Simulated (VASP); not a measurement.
Here is a VASP 6.6.1 calculation.

File INCAR:

```
SYSTEM = RbBr
ALGO = Normal
EDIFF = 1E-6
ENCUT = 500
GGA = PE
GGA_COMPAT = .FALSE.
ISIF = 2
ISMEAR = -1
LASPH = .TRUE.
LCHARG = .FALSE.
LREAL = .FALSE.
LWAVE = .FALSE.
NBANDS = 15
NELM = 120
PREC = Accurate
SIGMA = 0.76
```

Contents of KPOINTS:

```
k-points
0
G
  3 3 3
  0 0 0
```

Contents of POSCAR:

```
RbBr
1.0
    4.1260773000      0.0000000000      0.0000000000
    0.0000000000      4.1260773000      0.0000000000
    0.0000000000      0.0000000000      4.1260773000
Rb Br
1 1
Direct
    0.0000000000      0.0000000000      0.0000000000
    0.5000000000      0.5000000000      0.5000000000
```

Potentials or basis: VASP PAW PBE potentials, release 64 (Rb_sv, Br).

Run with:

```bash
$ cat potpaw_PBE.64/Rb_sv/POTCAR potpaw_PBE.64/Br/POTCAR > POTCAR
$ mpirun -np 1 vasp_std > vasp.out
```

(1) What does it give for the band gap on the k mesh?

(2) What does it give for the pressure?

Answers

(1) 4.22 eV, indirect (least direct gap 4.28 eV).

(2) 1.3 GPa.

Caveat: the k points lie up to 0.51 Å⁻¹ apart.
